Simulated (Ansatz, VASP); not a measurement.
# One calculation of Re, two programs

```
Re
1.0
     2.61445    0.00000    0.00000
     0.00000    2.61445    0.00000
     0.00000    0.00000    2.61445
Re
1
Direct
  0.00000 0.00000 0.00000
```

Alike in both runs: task single point; functional PBE; k mesh 14 × 14 × 14; occupations fermi-dirac, width 0.1 eV; no spin polarisation.

|  | VASP | Ansatz |
| --- | --- | --- |
| version | VASP 6.6.1 | Ansatz 0.2.0 |
| potentials or method | VASP PAW PBE potentials, release 64 (Re_sv_GW), cutoff 500 eV | plane waves (420 eV) with PAW, scalar-relativistic |
| valence electrons in the cell | 15 | 15 |

```csv
,VASP,Ansatz,Ansatz less VASP
pressure (GPa),-11.8,-9.8,+2.00
```

The functional is the same, so the differences come from potentials, cutoffs and numerics.

Spin-orbit coupling is off throughout.
